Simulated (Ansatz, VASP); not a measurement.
**BaTiO3 in VASP and in Ansatz**

```xyz
5
Lattice="3.9855 0.0000 0.0000 0.0000 2.8369 2.8451 0.0000 -2.8369 2.8451" Properties=species:S:1:pos:R:3 pbc="T T T"
Ba    0.0000    0.0000    0.0380
Ti    1.9928    0.0000    2.9612
O     0.0000    0.0000    2.8006
O     1.9928   -1.3940    4.2041
O     1.9928    1.3940    4.2041
```

Alike in both runs: functional PBE; k mesh 5 × 5 × 5; occupations fermi-dirac, width 0.02 eV; no spin polarisation.

Ansatz relaxed the structure, and its values are those at the end. VASP's run is a single point on that final structure, the one shown.

```csv
,VASP,Ansatz
version,VASP 6.6.1,Ansatz 0.2.0
potentials or method,"VASP PAW PBE potentials, release 64 (Ba_sv, Ti_sv, O)","plane-wave PAW, scalar-relativistic"
plane-wave cutoff (eV),520,420
valence electrons in the cell,40,40
```

|  | VASP | Ansatz | Ansatz less VASP |
| --- | --- | --- | --- |
| gap on the k mesh at the Fermi level (eV) | 2.26 | 2.32 | +0.056 |
| pressure (GPa) | 5.7 | 4.0 | -1.79 |
| rms of the force components (eV/Å) | 0.026 | 0.004 | -0.0218 |

Ansatz's warnings: stress scf threshold loose.

Neither program's run includes spin-orbit coupling.
